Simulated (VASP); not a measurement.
Input of a VASP 6.6.1 run:

File INCAR:

```
SYSTEM = Ag
PREC = Accurate
ENCUT = 520
EDIFF = 1E-6
ISMEAR = -1
SIGMA = 0.08
LREAL = .FALSE.
LASPH = .TRUE.
NELM = 100
ALGO = Normal
ISIF = 2
LWAVE = .FALSE.
LCHARG = .TRUE.
LELF = .TRUE.
LVHAR = .TRUE.
NBANDS = 30
```

KPOINTS

```
regular mesh
0
G
  14 14 4
  0 0 0
```

Contents of POSCAR:

```
Ag
1.0
    2.8861989086      0.0000000000      0.0000000000
   -1.4430994543      2.4995215753      0.0000000000
    0.0000000000      0.0000000000     10.3000000000
Ag
4
Direct
    0.3333333333      0.6666666667      0.2500000000
    0.6666666667      0.3333333333      0.7500000000
    0.0000000000      0.0000000000      0.0000000000
    0.0000000000      0.0000000000      0.5000000000
```

Potentials or basis: VASP PAW LDA potentials, release 64 (Ag).

Run with:

```sh
$ cat potpaw_LDA.64/Ag/POTCAR > POTCAR
$ mpirun -np 1 vasp_std > vasp.out
```

(1) Estimate the band gap on the k mesh.

(2) What does it give for the pressure?

## Answers

(1) zero (bands 22 and 23 overlap by 6.12 eV).

(2) -12.4 GPa.

Caveat: the cell differs from its parent crystal (zz strain of +3 %); the cell stands under tension.
